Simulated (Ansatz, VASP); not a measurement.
## One calculation of SiC, two programs

```
Si C
1.0
     3.14233    0.00000    0.00000
    -1.57117    2.72134    0.00000
     0.00000    0.00000    4.74492
Si C
2 2
Cartesian
  0.0000 1.8142 0.0218
  1.5712 0.9071 2.3943
  0.0000 1.8142 1.8049
  1.5712 0.9071 4.1774
```

Alike in both runs: task single point; functional LDA; k mesh 12 × 12 × 6; occupations gaussian, width 0.05 eV; no spin polarisation.

```csv
,VASP,Ansatz
version,VASP 6.6.1,Ansatz 0.2.0
potentials or method,"VASP PAW LDA potentials, release 64 (Si, C), cutoff 520 eV","scalar-relativistic, plane waves, PAW"
valence electrons in the cell,16,16
```

VASP gave:

- gap on the k mesh at the Fermi level (eV): 1.96
- least direct gap on the mesh (eV): 3.10
- pressure (GPa): 2.3
- traceless stress, the component that is largest in VASP (GPa): 34.19
- rms of the force components (eV/Å): 0.727

Which values does Ansatz return?

gap on the k mesh at the Fermi level (eV): 1.98; least direct gap on the mesh (eV): 3.11; pressure (GPa): 1.9; traceless stress, the component that is largest in VASP (GPa): 34.04; rms of the force components (eV/Å): 0.726.

Ansatz warns that its potentials were made for another functional, while VASP's fit it. LDA's correlation is that of Perdew and Zunger in VASP and of Perdew and Wang (1992) in Ansatz. Atom by atom the forces differ by 0.001 eV/Å (rms over components).
